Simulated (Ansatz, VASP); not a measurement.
# MnO: VASP beside Ansatz

INCAR

```
SYSTEM = MnO
PREC     = Accurate       ! precision mode
ENCUT    = 520            ! plane-wave cutoff, eV
EDIFF    = 1E-6           ! SCF threshold, eV
ISMEAR   = 0              ! smearing method
SIGMA    = 0.05           ! smearing width, eV
LREAL    = .FALSE.        ! projectors in reciprocal space
LASPH    = .TRUE.         ! aspherical terms in the spheres
NELM     = 150            ! most SCF steps
ALGO     = Normal         ! electronic algorithm
ISIF     = 2              ! what is computed and relaxed
LWAVE    = .FALSE.        ! write WAVECAR
LCHARG   = .TRUE.         ! write CHGCAR
ISPIN    = 2              ! spin polarisation
MAGMOM   = 5 0            ! initial moments
LORBIT   = 11             ! projections on sites
LMAXMIX  = 4              ! l up to which the mixer works
LDAU     = .TRUE.         ! DFT+U
LDAUTYPE = 2            
LDAUL    = 2 -1           ! shell
LDAUU    = 3.9 0          ! U, eV
LDAUJ    = 0 0          
LDAUPRINT= 1            
GGA      = PE             ! functional
LELF     = .TRUE.         ! ELF
LVHAR    = .TRUE.       
NBANDS   = 20             ! bands
```

Contents of KPOINTS:

```
Automatic mesh
0
G
  10 10 10
  0 0 0
```

POSCAR

```
MnO
1.0
    0.0000000000      2.2220003343      2.2220003343
    2.2220003343      0.0000000000      2.2220003343
    2.2220003343      2.2220003343      0.0000000000
Mn O
1 1
Direct
    0.0000000000      0.0000000000      0.0000000000
    0.5000000000      0.5000000000      0.5000000000
```

Input for Ansatz:

```yaml
crystal:
  lattice:
    - [0.0, 2.2220003343, 2.2220003343]
    - [2.2220003343, 0.0, 2.2220003343]
    - [2.2220003343, 2.2220003343, 0.0]
  atoms:
    - { symbol: Mn, position: [0.0, 0.0, 0.0], spin: 5.0 }
    - { symbol: O, position: [0.5, 0.5, 0.5] }
basis:
  ecutwfc: 420
  ecutrho_ratio: 4
kpoints:
  mp_grid: { grid: [10, 10, 10] }
hamiltonian:
  xc: pbe
  hubbard: { sites: [{ species: Mn, l: d, u_eff: 3.9 }] }
scf:
  occupations: { method: gaussian, width: 0.05 }
  lower_state_search: "off"
output:
  forces: true
  stress: true
  eigenvalues: true
  populations: true
  hubbard: { sites: [{ species: Mn, l: d }] }
magnetization:
  spin_polarized: true
checkpoint:
  read: start.run
  write: ck
  compress: false
  write_wavefunctions: false
  write_every: 100000
```

Alike in both runs: task single point; functional PBE; k mesh 10 × 10 × 10; occupations gaussian, width 0.05 eV; collinear spin; Hubbard terms Mn d U = 3.9 eV.

|  | VASP | Ansatz |
| --- | --- | --- |
| version | VASP 6.6.1 | Ansatz 0.2.0 |
| potentials or method | VASP PAW PBE potentials, release 64 (Mn_pv, O), cutoff 520 eV | scalar-relativistic, plane waves, PAW |
| valence electrons in the cell | 19 | 21 |

```csv
,VASP,Ansatz,Ansatz less VASP
gap on the k mesh at the Fermi level (eV),0.21,0.13,-0.087
least direct gap on the mesh (eV),2.70,2.59,-0.110
pressure (GPa),7.9,9.6,+1.68
net moment per atom (μB),2.50,2.50,0.000
size of the moment on the site where the two differ most (μB),4.62,4.28,-0.345
```

Site moments also hang on the region over which each program counts them. The programs project onto different local orbitals, so the same U acts differently, and such runs can settle in different states. VASP's potentials hold 19 valence electrons a cell and Ansatz's 21, so a difference there can come from the potentials and not from the codes. Ansatz's warnings: stability check not made.
